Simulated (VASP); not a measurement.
# Hf (P6_3/mmc) in VASP: notebook, part 2 of 2

VASP 6.6.1.

## (3) Single point, PBE (volume scaled by 0.96)

INCAR

```
SYSTEM = Hf
  PREC = Accurate
  ENCUT = 520
  EDIFF = 1E-6
  ISMEAR = -1
  SIGMA = 0.05
  LREAL = .False.
  LASPH = .True.
  NELM = 100
  ALGO = Normal
  ISIF = 2
  LWAVE = .False.
  LCHARG = .False.
  GGA = PE
  NBANDS = 17
```

KPOINTS

```
regular mesh
0
Gamma
  13 13 7
  0 0 0
```

POSCAR

```
Hf
1.0
    3.1534945994      0.0000000000      0.0000000000
   -1.5767472997      2.7310064337      0.0000000000
    0.0000000000      0.0000000000      4.9894429718
Hf
2
Direct
    0.3333333333      0.6666666667      0.2500000000
    0.6666666667      0.3333333333      0.7500000000
```

Potentials or basis: VASP PAW PBE potentials, release 64 (Hf_pv).

On the command line:

```
$ cat potpaw_PBE.64/Hf_pv/POTCAR > POTCAR
$ mpirun -np 1 vasp_std > vasp.out
```

OUTCAR:

```text
SYSTEM = Hf
   PREC = Accurate
   ENCUT = 520
   EDIFF = 1E-6
   ISMEAR = -1
   LREAL = .False.
   LASPH = .True.
   NELM = 100
   ISIF = 2
   GGA = PE

 ion  position               nearest neighbor table
   1  0.333  0.667  0.250-   2 3.09   2 3.09   2 3.09   2 3.09   2 3.09   2 3.09
   2  0.667  0.333  0.750-   1 3.09   1 3.09   1 3.09   1 3.09   1 3.09   1 3.09

  LATTYP: Found a hexagonal cell.
 ALAT       =     3.1534945994
 C/A-ratio  =     1.5821948681

  Lattice vectors:

 A1 = (   3.1534945994,   0.0000000000,   0.0000000000)
 A2 = (  -1.5767472997,   2.7310064337,   0.0000000000)
 A3 = (   0.0000000000,   0.0000000000,   4.9894429718)

Analysis of symmetry for initial positions (statically):
=====================================================================
 Subroutine PRICEL returns:
 Original cell was already a primitive cell.

 Routine SETGRP: Setting up the symmetry group for a
[... 157 lines left out ...]
 NGX is ok and might be reduce to    24
   NGX = 11   NGY = 11   NGZ = 19

 number of electron      19.9999996 magnetization

 Free energy of the ion-electron system (eV)
  ---------------------------------------------------
  ext. energy  EPLUGINS =         0.00000000
  ---------------------------------------------------
  free energy    TOTEN  =       -19.82558289 eV

  energy without entropy =      -19.81234266  energy(sigma->0) =      -19.81896277

 E-fermi :   5.2084     XC(G=0): -11.4686

 val. band max:        5.2023972085   @ k =   0.0000   0.0000   0.4286
 cond. band min:       5.2164329900   @ k =   0.0769   0.0769   0.4286
 fundamental gap:      0.0140357814
 Fermi energy:         5.2084303323

 k-point     1 :       0.0000    0.0000    0.0000
  band No.  band energies     occupation
      1     -25.8460      2.00000
      2     -24.9987      2.00000
      3     -24.9987      2.00000
      4     -24.8542      2.00000
      5     -24.8538      2.00000
      6     -24.8538      2.00000
[... 457 lines left out ...]
      4     -25.0369      2.00000
      5     -24.8984      2.00000
      6     -24.8819      2.00000
[... 9 lines left out ...]
     16       8.1160      0.00000
     17      11.2190      0.00000

 [... further k-points ...]
[... 5 lines left out ...]
  --------------------------------------------------------------------------------------
  -------------------------------------------------------------------------------------
  Total        1.3783874      1.3783874      1.3959010      0.0000000      0.0000000     -0.0000000
  in kB       51.3943054     51.3943054     52.0473123      0.0000000      0.0000000     -0.0000000
  external PRESSURE =      51.6119743 kB  Pullay stress =       0.0000000 kB

 VOLUME and BASIS-vectors are now :
 -----------------------------------------------------------------------------
  energy-cutoff  :      520.00
  volume of cell :       42.97
      direct lattice vectors                 reciprocal lattice vectors
     3.153494599  0.000000000  0.000000000     0.317108518  0.183082688  0.000000000
    -1.576747300  2.731006434  0.000000000     0.000000000  0.366165377  0.000000000
     0.000000000  0.000000000  4.989442972     0.000000000  0.000000000  0.200423175

 POSITION                                       TOTAL-FORCE (eV/Angst)
 -----------------------------------------------------------------------------------
     -0.00000      1.82067      1.24736        -0.000000      0.000000      0.000000
      1.57675      0.91034      3.74208         0.000000     -0.000000      0.000000
 -----------------------------------------------------------------------------------
    total drift:                               -0.000000      0.000000     -0.000000

  FREE ENERGIE OF THE ION-ELECTRON SYSTEM (eV)
  ---------------------------------------------------
  free  energy   TOTEN  =       -19.8255828894 eV

  energy  without entropy=      -19.8123426573  energy(sigma->0) =      -19.81896277
```

stdout:

```text
POSCAR found type information on POSCAR Hf
 POSCAR found :  1 types and       2 ions
 scaLAPACK will be used
 LDA part: xc-table for (Slater+PW92), standard interpolation
 POSCAR, INCAR and KPOINTS ok, starting setup
 FFT: planning ... GRIDC
 FFT: planning ... GRID_SOFT
 FFT: planning ... GRID
 WAVECAR not read
 entering main loop
```

Wall time 29 s (1 thread of AMD EPYC 9R45 (Zen 5), shared host); peak memory 0.16 GiB.

Results:

* Free energy: -19.8256 eV
* Pressure: 5.2 GPa
* Band gap on the k mesh: zero (band 10 reaches 6.39 eV, above the bottom of band 11 at 4.82 eV)

Caveat: spin-orbit coupling is left out, which moves the levels of the heavy elements.

## (4) Single point, PBE (volume scaled by 0.96)

INCAR

```
PREC = Accurate
ENCUT = 520
EDIFF = 1E-6
ISMEAR = -1
SIGMA = 0.05
LREAL = False
LASPH = True
NELM = 60
ALGO = Normal
ISIF = 2
LWAVE = False
LCHARG = True
GGA = PE
LELF = True
LVHAR = True
NBANDS = 17
```

KPOINTS

```
regular mesh
0
Gamma
  13 13 7
```

POSCAR is that of step 3.

On the command line:

```
$ cat potpaw_PBE.64/Hf_pv/POTCAR > POTCAR
$ mpirun -np 1 vasp_std > vasp.out
```

Run time: 30 s. Hardware: 1 thread of AMD EPYC 9R45 (Zen 5), shared host; peak memory 0.16 GiB.

Results (log left out):

```yaml
Free_energy: -19.8256 eV
Pressure: 5.2 GPa
Band_gap_on_the_k_mesh: zero (band 10 reaches 6.39 eV, above the bottom of band 11 at 4.82 eV)
```

Levels at points of the mesh, in eV from the Fermi level:
| k point | band 7 | band 8 | band 9 | band 10 | band 11 | band 12 | band 13 | band 14 |
| --- | --- | --- | --- | --- | --- | --- | --- | --- |
| (0.00, 0.00, 0.00) | -7.52 | -3.84 | 0.79 | 1.18 | 1.18 | 1.48 | 2.05 | 2.05 |

Caveat: spin-orbit coupling is left out, which moves the levels of the heavy elements.
